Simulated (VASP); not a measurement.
C, 12 atoms in the cell. Symmetry: C2/c, No. 15, monoclinic system. Conventional cell: a = 2.465 Å, b = 4.269 Å, c = 20.606 Å, α = 90.00°, β = 90.14°, γ = 90.00°. Within 1.9 Å of C (site symmetry 1) lie 3 C at 1.42 Å. Within 1.9 Å of C (site symmetry 1) lie 3 C at 1.42 Å. C (site symmetry 2) has 3 C at 1.42 Å within 1.9 Å. C (site symmetry 2) has 3 C at 1.42 Å within 1.9 Å.  This cell differs from its parent crystal: strain +0.0025 x Voigt [0, 0, 0, 0, 1, 0].

- Program: VASP 6.6.1
- Task: single point
- Functional: PBE
- Dispersion: D3(BJ)
- Potentials or basis: VASP PAW PBE potentials, release 64 (C)
- Cutoff: 520 eV
- k mesh: 18 × 18 × 2
- Occupations: gaussian, width 0.15 eV
- Spin: no spin polarisation
- Dipole correction: no
- Further INCAR settings: ALGO = Normal; EDIFF = 1e-06; NBANDS = 36

Potentials or basis: VASP PAW PBE potentials, release 64 (C).

Launch:

```console
$ cat potpaw_PBE.64/C/POTCAR > POTCAR
$ mpirun -np 1 vasp_std > vasp.out
```

Hardware: 1 thread of Intel(R) Xeon(R) 6975P-C (Granite Rapids), on a shared host.

Q: Estimate the wall time of this run.

A: Run time: 5.9 min on 1 thread of Intel(R) Xeon(R) 6975P-C (Granite Rapids) (shared host), peak memory 0.54 GiB. Counts: scf iterations 13, k points 182.
